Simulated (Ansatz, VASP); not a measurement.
FeO: VASP beside Ansatz

File INCAR:

```
SYSTEM = FeO
  PREC = Accurate
  ENCUT = 700
  EDIFF = 1E-6
  ISMEAR = -1
  SIGMA = 0.05
  LREAL = .FALSE.
  LASPH = .TRUE.
  NELM = 200
  ALGO = Normal
  ISIF = 2
  LWAVE = .FALSE.
  LCHARG = .FALSE.
  ISPIN = 2
  MAGMOM = 4.5 0
  LORBIT = 11
  NUPDOWN = 4.5
  LMAXMIX = 4
  GGA = PS
  NBANDS = 22
  GGA_COMPAT = .FALSE.
```

KPOINTS

```
Automatic mesh
0
G
  10 10 10
  0 0 0
```

Contents of POSCAR:

```
FeO
1.0
   -1.6021034130      1.6021034130      2.0833922500
    1.6021034130     -1.6021034130      2.0833922500
    1.6021034130      1.6021034130     -2.0833922500
Fe O
1 1
Direct
    0.0000000000      0.0000000000      0.0000000000
    0.5000000000      0.5000000000      0.0000000000
```

Contents of input.yaml:

```yaml
crystal:
  lattice:
    - [-1.602103413, 1.602103413, 2.08339225]
    - [1.602103413, -1.602103413, 2.08339225]
    - [1.602103413, 1.602103413, -2.08339225]
  atoms:
    - { symbol: Fe, position: [0.0, 0.0, 0.0], spin: 4.5 }
    - { symbol: O, position: [0.5, 0.5, 0.0] }
hamiltonian:
  xc: pbesol
  pseudopotentials: { kind: paw }
magnetization:
  spin_polarized: true
  initial_magnetization: 4.5
  spin_locking: { lock_magnetization: hard }
kpoints:
  mp_grid: { grid: [10, 10, 10] }
scf:
  occupations: { method: fermi_dirac, width: 0.05 }
  lower_state_search: "off"
output:
  forces: true
  stress: true
  eigenvalues: true
```

Alike in both runs: task single point; functional PBEsol; k mesh 10 × 10 × 10; occupations fermi-dirac, width 0.05 eV; collinear spin; fixed moment 4.5 μB.

|  | VASP | Ansatz |
| --- | --- | --- |
| version | VASP 6.6.1 | Ansatz 0.2.0 |
| potentials or method | VASP PAW PBE potentials, release 64 (Fe_sv, O) | Ansatz PAW |
| plane-wave cutoff (eV) | 700 | 420 |
| valence electrons in the cell | 22 | 22 |

VASP gave:

```
pressure (GPa)                                                : -7.3
traceless stress, the component that is largest in VASP (GPa) : 3.82
net moment per atom (μB)                                      : 2.25
size of the moment on the site where the two differ most (μB) : 3.65
```

Q: What did Ansatz give for the same quantities?

A: Pressure (GPa): -6.3; traceless stress, the component that is largest in VASP (GPa): 3.90; net moment per atom (μB): 2.25; size of the moment on the site where the two differ most (μB): 3.58.

VASP's potentials were made for PBE, not for PBEsol. Site moments also hang on the region over which each program counts them.
